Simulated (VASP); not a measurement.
Crystal: CsZn2.

```
Cs Zn
1.0
     5.13229    0.00000    0.00000
    -2.56614    4.44469    0.00000
     0.00000    0.00000    3.26255
Cs Zn
1 2
Direct
  0.00000 0.00000 0.00000
  0.33333 0.66667 0.50000
  0.66667 0.33333 0.50000
```

| Property | Result |
| --- | --- |
| Program | VASP 6.6.1 |
| Task | relaxation of cell and atoms |
| Functional | PBE |
| Potentials or basis | VASP PAW PBE potentials, release 64 (Cs_sv, Zn) |
| Cutoff | 600 eV |
| k mesh | 6 × 6 × 6 |
| Occupations | gaussian, width 0.1 eV |
| Spin | no spin polarisation |

At the start: pressure 6.6 GPa; volume 24.81 Å³/atom.

Q: Where does the relaxation end?

A: Over 16 steps the energy falls by 282.8 meV/atom and the volume is 35.00 Å³/atom (+41.1 %); space group P6/mmm (No. 191, to 0.05 Å).

Step by step:
| step | energy change (eV) | largest force (eV/Å) | pressure (GPa) | volume (Å³) |
| --- | --- | --- | --- | --- |
| 1 | 0.0000 | 0.0000 | 6.63 | 74.42 |
| 2 | -0.3192 | 0.0000 | 2.60 | 86.04 |
| 3 | -0.4332 | 0.0000 | 0.80 | 96.82 |
| 4 | -0.4053 | 0.0000 | -0.96 | 120.99 |
| 5 | -0.4526 | 0.0000 | -0.25 | 107.22 |
| 6 | -0.4537 | 0.0000 | -0.11 | 105.42 |
| 7 | -0.4721 | 0.0000 | -0.07 | 105.60 |
| 8 | -0.5363 | 0.0000 | 0.03 | 105.91 |
| 9 | -0.6603 | 0.0000 | 0.05 | 105.58 |
| 10 | -0.8415 | 0.0000 | 0.54 | 101.46 |
| 11 | -0.8258 | 0.0000 | 0.44 | 99.05 |
| 12 | -0.8401 | 0.0000 | 0.57 | 100.46 |
| 13 | -0.7154 | 0.0000 | -2.14 | 114.13 |
| 14 | -0.8430 | 0.0000 | 0.13 | 102.66 |
| 15 | -0.8431 | 0.0000 | 0.20 | 102.28 |
| 16 | -0.8484 | 0.0000 | -0.04 | 105.01 |

Final structure:
```
Cs Zn
1.0
     4.85143    0.00000    0.00000
    -2.42572    4.20146    0.00000
     0.00000    0.00000    5.15194
Cs Zn
1 2
Cartesian
  0.0000 0.0000 0.0000
  0.0000 2.8010 2.5760
  2.4257 1.4005 2.5760
```

Caveat: the volume moved by over 15 % at a fixed basis, so the end points are rough.
